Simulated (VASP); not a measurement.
Here is a VASP 6.6.1 calculation.

File INCAR:

```
PREC = Accurate ; ENCUT = 520
EDIFF = 1E-6 ; ISMEAR = -1
SIGMA = 0.05 ; LREAL = F
LASPH = T ; NELM = 80
ALGO = Normal ; ISIF = 2
LWAVE = F ; LCHARG = T
GGA = PE ; LELF = T
LVHAR = T ; NBANDS = 12
```

File KPOINTS:

```
Automatic mesh
0
Gamma
  15 15 15
```

Contents of POSCAR:

```
P
1.0
    1.5459086891     -0.8925307978      2.5287269823
    0.0000000000      1.7850615956      2.5287269823
   -1.5459086891     -0.8925307978      2.5287269823
P
2
Direct
    0.2500262934      0.2500262934      0.2500262934
   -0.2500262934     -0.2500262934     -0.2500262934
```

Potentials or basis: VASP PAW PBE potentials, release 64 (P).

Run with:

```bash
$ cat potpaw_PBE.64/P/POTCAR > POTCAR
$ mpirun -np 1 vasp_std > vasp.out
```

(1) Estimate the band gap on the k mesh.

(2) Predict the pressure.

Results:

(1) zero (bands 5 and 6 overlap by 5.03 eV).

(2) 77.5 GPa.

Caveat: the cell stands under pressure.
